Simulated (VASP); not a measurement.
# MnSe (Fm-3m) in VASP: single point with LDA

Aim: the single point of MnSe with LDA.

All numbers are computed with VASP 6.6.1; they aren't measurements. Logs are shortened: lines on timing, memory, paths and dates and some standing lists are left out, and cuts for length are marked.

### 1 The cell of the first run

Symmetry: Fm-3m, No. 225, cubic system. The conventional cell has a = 5.440 Å, b = 5.440 Å, c = 5.440 Å, α = 90.00°, β = 90.00°, γ = 90.00°. Mn (site symmetry m-3m) has 6 Se at 2.72 Å within 3.6 Å. Se (site symmetry m-3m) has 6 Mn at 2.72 Å within 3.6 Å.

### 2 Single point, LDA, collinear spin, ferromagnetic start

Input file INCAR:

```
SYSTEM = MnSe
ALGO     = Normal         ! electronic algorithm
EDIFF    = 1E-7           ! SCF threshold, eV
ENCUT    = 520            ! plane-wave cutoff, eV
GGA      = CA             ! functional
ISIF     = 2              ! what is computed and relaxed
ISMEAR   = -1             ! smearing method
ISPIN    = 2              ! spin polarisation
LASPH    = .True.         ! aspherical terms in the spheres
LCHARG   = .False.        ! write CHGCAR
LMAXMIX  = 4              ! l up to which the mixer works
LORBIT   = 11             ! projections on sites
LREAL    = .False.        ! projectors in reciprocal space
LWAVE    = .False.        ! write WAVECAR
MAGMOM   = 2.8 0          ! initial moments
NBANDS   = 20             ! bands
NELM     = 150            ! most SCF steps
PREC     = Accurate       ! precision mode
SIGMA    = 0.05           ! smearing width, eV
```

Input file KPOINTS:

```
k-points
0
Gamma
  11 11 11
  0 0 0
```

Input file POSCAR:

```
MnSe
1.0
    0.0000000000      2.7200000000      2.7200000000
    2.7200000000      0.0000000000      2.7200000000
    2.7200000000      2.7200000000      0.0000000000
Mn Se
1 1
Direct
    0.0000000000      0.0000000000      0.0000000000
    0.5000000000      0.5000000000      0.5000000000
```

Potentials or basis: VASP PAW LDA potentials, release 64 (Mn_pv, Se).

On the command line:

```console
> cat potpaw_LDA.64/Mn_pv/POTCAR potpaw_LDA.64/Se/POTCAR > POTCAR
> mpirun -np 1 vasp_std > vasp.out
```

OUTCAR:

```text
SYSTEM = MnSe
   EDIFF = 1E-7
   ENCUT = 520
   GGA = CA
   ISIF = 2
   ISMEAR = -1
   ISPIN = 2
   LASPH = .True.
   LORBIT = 11
   LREAL = .False.
   NELM = 150
   PREC = Accurate

 ion  position               nearest neighbor table
   1  0.000  0.000  0.000-   2 2.72   2 2.72   2 2.72   2 2.72   2 2.72   2 2.72
   2  0.500  0.500  0.500-   1 2.72   1 2.72   1 2.72   1 2.72   1 2.72   1 2.72

  LATTYP: Found a face centered cubic cell.
 ALAT       =     5.4400000000

  Lattice vectors:

 A1 = (   0.0000000000,   2.7200000000,   2.7200000000)
 A2 = (   2.7200000000,   0.0000000000,   2.7200000000)
 A3 = (   2.7200000000,   2.7200000000,   0.0000000000)

Analysis of symmetry for initial positions (statically):
=====================================================================
 Subroutine PRICEL returns:
 Original cell was already a primitive cell.

 Routine SETGRP: Setting up the symmetry group for a
 face centered cubic supercell.

 Subroutine GETGRP returns: Found 48 space group operations
 (whereof 48 operations were pure point group operations)
 out of a pool of 48 trial point group operations.

The static configuration has the point symmetry O_h .

Analysis of symmetry for dynamics (positions and initial velocities):
=====================================================================
 Subroutine PRICEL returns:
 Original cell was already a primitive cell.

 Routine SETGRP: Setting up the symmetry group for a
 face centered cubic supercell.

 Subroutine GETGRP returns: Found 48 space group operations
 (whereof 48 operations were pure point group operations)
 out of a pool of 48 trial point group operations.

The dynamic configuration has the point symmetry O_h .

Analysis of structural, dynamic, and magnetic symmetry:
=====================================================================
 Subroutine PRICEL returns:
 Original cell was already a primitive cell.

 Routine SETGRP: Setting up the symmetry group for a
 face centered cubic supercell.

 Subroutine GETGRP returns: Found 48 space group operations
 (whereof 48 operations were pure point group operations)
 out of a pool of 48 trial point group operations.

The overall configuration has the point symmetry O_h .

 Subroutine INISYM returns: Found 48 space group operations
 (whereof 48 operations are pure point group operations),
 and found     1 'primitive' translations

----------------------------------------------------------------------------------------

                                     Primitive cell

  volume of cell :      40.2473

  direct lattice vectors                    reciprocal lattice vectors
     0.000000000  2.720000000  2.720000000    -0.183823529  0.183823529  0.183823529
     2.720000000  0.000000000  2.720000000     0.183823529 -0.183823529  0.183823529
     2.720000000  2.720000000  0.000000000     0.183823529  0.183823529 -0.183823529

  length of vectors
     3.846660890  3.846660890  3.846660890     0.318391693  0.318391693  0.318391693

  position of ions in fractional coordinates (direct lattice)
     0.000000000  0.000000000  0.000000000
     0.500000000  0.500000000  0.500000000

  ion indices of the primitive-cell ions
   primitive index   ion index
                 1           1
                 2           2

----------------------------------------------------------------------------------------

 KPOINTS: k-points

Automatic generation of k-mesh.
 Grid dimensions read from file:
 generate k-points for:   11   11   11

 Generating k-lattice:

  Cartesian coordinates                     Fractional coordinates (reciprocal lattice)
    -0.016711230  0.016711230  0.016711230     0.090909091  0.000000000  0.000000000
     0.016711230 -0.016711230  0.016711230     0.000000000  0.090909091  0.000000000
     0.016711230  0.016711230 -0.016711230     0.000000000  0.000000000  0.090909091

  Length of vectors
     0.028944699  0.028944699  0.028944699

  Shift w.r.t. Gamma in fractional coordinates (k-lattice)
     0.000000000  0.000000000  0.000000000

 Subroutine IBZKPT returns following result:
 ===========================================

 Found     56 irreducible k-points:

 Following reciprocal coordinates:
            Coordinates               Weight
  0.000000  0.000000  0.000000      1.000000
  0.090909  0.000000  0.000000      8.000000
  0.181818  0.000000  0.000000      8.000000
  0.272727  0.000000  0.000000      8.000000
  0.363636  0.000000  0.000000      8.000000
  0.454545  0.000000  0.000000      8.000000
[... 16 lines left out ...]
 -0.272727  0.181818  0.000000     24.000000
 -0.181818  0.181818  0.000000     12.000000
 [... further k-points ...]
   k-points           NKPTS =     56   k-points in BZ     NKDIM =     56   number of bands    NBANDS=     20
   number of dos      NEDOS =    301   number of ions     NIONS =      2
   total plane-waves  NPLWV =  27000
   dimension x,y,z NGX =    30 NGY =   30 NGZ =   30
   dimension x,y,z NGXF=    60 NGYF=   60 NGZF=   60
   ions per type =               1   1
   NGX,Y,Z   is equivalent  to a cutoff of  12.97, 12.97, 12.97 a.u.
   NGXF,Y,Z  is equivalent  to a cutoff of  25.93, 25.93, 25.93 a.u.
 SYSTEM =  MnSe
   PREC   = accura    normal or accurate (medium, high low for compatibility)
   ISTART =      0    job   : 0-new  1-cont  2-samecut
   ICHARG =      2    charge: 1-file 2-atom 10-const
   ISPIN  =      2    spin polarized calculation?
   LNONCOLLINEAR =      F non collinear calculations
   LSORBIT =      F    spin-orbit coupling
   LASPH  =      T    aspherical Exc in radial PAW
   ENCUT  =  520.0 eV  38.22 Ry    6.18 a.u.   7.15  7.15  7.15*2*pi/ulx,y,z
   NELM   =    150;   NELMIN=  2; NELMDL= -5     # of ELM steps
   EDIFF  = 0.1E-06   stopping-criterion for ELM
   LREAL  =      F    real-space projection
   EDIFFG = 0.1E-05   stopping-criterion for IOM
   NSW    =      0    number of steps for IOM
   IBRION =     -1    ionic relax: 0-MD 1-quasi-New 2-CG
   NFREE  =      0    steps in history (QN), initial steepest desc. (CG)
   ISIF   =      2    stress and relaxation
   ISYM   =      2    0-nonsym 1-usesym 2-fastsym
   POTIM  = 0.5000    time-step for ionic-motion
   TEBEG  =    0.0;   TEEND  =   0.0 temperature during run
   PSTRESS=    0.0 pullay stress
   NELECT =      19.0000    total number of electrons
   NUPDOWN=      -1.0000    fix difference up-down
   EMIN   =  10.00;   EMAX   =-10.00  energy-range for DOS
   EFERMI =   0.00;   METHOD = LEGACY
   ISMEAR =    -1;   SIGMA  =   0.05  broadening in eV -4-tet -1-fermi 0-gaus
   EFERMI_NEDOS =   21; number of points for ismear=-14 and -15
   IALGO  =     38    algorithm
   IMIX   =      4    mixing-type and parameters
     AMIX     =   0.40;   BMIX     =  1.00
     AMIX_MAG =   1.60;   BMIX_MAG =  1.00
  volume/ion in A,a.u.               =      20.12       135.80
  Fermi-wavevector in a.u.,A,eV,Ry     =   1.274717  2.408866 22.108155  1.624904
  Thomas-Fermi vector in A             =   2.407469
   LORBIT       =     11    0 simple, 1 ext, 2 COOP (PROOUT), +10 PAW based schemes
   GGA     = CA    functional components
   LHFCALC =     F    Hartree Fock is set to
   AEXX    =    0.0000 exact exchange contribution
   IVDW    =     0    specifies the selected vdW correction
   LEPSILON=     F    determine dielectric tensor
   LRPA    =     F    only Hartree local field effects (RPA)
 spin polarized calculation
  energy-cutoff  :      520.00
  volume of cell :       40.25
 maximum number of plane-waves:      1096
 NGX is ok and might be reduce to    30
   NGX = 15   NGY = 15   NGZ = 15

 number of electron      19.0000013 magnetization       4.4935698

 Free energy of the ion-electron system (eV)
  ---------------------------------------------------
  ext. energy  EPLUGINS =         0.00000000
  ---------------------------------------------------
  free energy    TOTEN  =       -14.08569186 eV

  energy without entropy =      -14.07332563  energy(sigma->0) =      -14.07950874

 E-fermi :   5.4922     XC(G=0): -10.6645

 val. band max:        5.4901948633   @ k =   0.1818   0.0909   0.0000
 cond. band min:       5.5310603164   @ k =   0.0000   0.0000   0.0000
 fundamental gap:      0.0408654531
 Fermi energy:         5.4921834076

 spin component 1

 k-point     1 :       0.0000    0.0000    0.0000
  band No.  band energies     occupation
      1     -44.5164      1.00000
      2     -44.5164      1.00000
      3     -44.5164      1.00000
      4      -8.9988      1.00000
      5       2.4105      1.00000
      6       2.4105      1.00000
[... 12 lines left out ...]
     19      16.0722      0.00000
     20      16.0722      0.00000
[... 507 lines left out ...]
 k-point    24 :      -0.1818    0.1818    0.0000
  band No.  band energies     occupation
      1     -44.5190      1.00000
      2     -44.5175      1.00000
      3     -44.5167      1.00000
      4      -8.3248      1.00000
      5       0.3219      1.00000
      6       1.3493      1.00000
[... 12 lines left out ...]
     19      17.8927      0.00000
     20      19.7619      0.00000

 [... further k-points ...]

 spin component 2

 k-point     1 :       0.0000    0.0000    0.0000
  band No.  band energies     occupation
      1     -40.5517      1.00000
      2     -40.5517      1.00000
      3     -40.5517      1.00000
      4      -8.7655      1.00000
      5       4.2847      1.00000
      6       4.2847      1.00000
[... 12 lines left out ...]
     19      17.2000      0.00000
     20      17.2000      0.00000
[... 507 lines left out ...]
 k-point    24 :      -0.1818    0.1818    0.0000
  band No.  band energies     occupation
      1     -40.5553      1.00000
      2     -40.5533      1.00000
      3     -40.5521      1.00000
      4      -8.1209      1.00000
      5       1.0200      1.00000
      6       2.5975      1.00000
[... 12 lines left out ...]
     19      18.5386      0.00000
     20      20.6798      0.00000

 [... further k-points ...]

------------------------ aborting loop because EDIFF is reached ----------------------------------------

  FORCE on cell =-STRESS in cart. coord.  units (eV):
  Direction    XX          YY          ZZ          XY          YZ          ZX
  --------------------------------------------------------------------------------------
  -------------------------------------------------------------------------------------
  Total       -2.4184126     -2.4184126     -2.4184126      0.0000000     -0.0000000      0.0000000
  in kB      -96.2729492    -96.2729492    -96.2729492      0.0000000     -0.0000000      0.0000000
  external PRESSURE =     -96.2729492 kB  Pullay stress =       0.0000000 kB

 VOLUME and BASIS-vectors are now :
 -----------------------------------------------------------------------------
  energy-cutoff  :      520.00
  volume of cell :       40.25
      direct lattice vectors                 reciprocal lattice vectors
     0.000000000  2.720000000  2.720000000    -0.183823529  0.183823529  0.183823529
     2.720000000  0.000000000  2.720000000     0.183823529 -0.183823529  0.183823529
     2.720000000  2.720000000  0.000000000     0.183823529  0.183823529 -0.183823529

 POSITION                                       TOTAL-FORCE (eV/Angst)
 -----------------------------------------------------------------------------------
      0.00000      0.00000      0.00000        -0.000000     -0.000000     -0.000000
      2.72000      2.72000      2.72000         0.000000      0.000000      0.000000
 -----------------------------------------------------------------------------------
    total drift:                               -0.000000      0.000000      0.000000

  FREE ENERGIE OF THE ION-ELECTRON SYSTEM (eV)
  ---------------------------------------------------
  free  energy   TOTEN  =       -14.0856918561 eV

  energy  without entropy=      -14.0733256259  energy(sigma->0) =      -14.07950874

 total charge

# of ion       s       p       d       tot
------------------------------------------
    1        0.226   6.152   4.969  11.347
    2        1.454   2.358   0.034   3.847
--------------------------------------------------
tot          1.680   8.511   5.003  15.194

 magnetization (x)

# of ion       s       p       d       tot
------------------------------------------
    1        0.049   0.034   3.982   4.065
    2        0.022   0.051   0.014   0.086
--------------------------------------------------
tot          0.071   0.085   3.996   4.151
```

Run time: 1.8 min. Hardware: 1 thread of Intel Xeon Platinum 8259CL at 2.50GHz (Skylake/Cascade Lake), shared host; peak memory 0.2 GiB.

Results:

```yaml
Free_energy: -14.0857 eV
Pressure: -9.6 GPa
Net_moment: 4.49 μB per cell
Site_moments: Mn +4.07; Se +0.09 μB
Valence_electrons_inside_the_program's_atomic_spheres: Mn 11.35; Se 3.85
```

Caveat: a cell with one magnetic atom can't hold antiferromagnetic order, which such compounds often take; semilocal functionals often make such compounds metallic where correlation or magnetic order opens a gap, which also shifts bond lengths. With open d or f shells a metallic result of LDA can be an artefact of self-interaction; +U or a hybrid may open a gap.
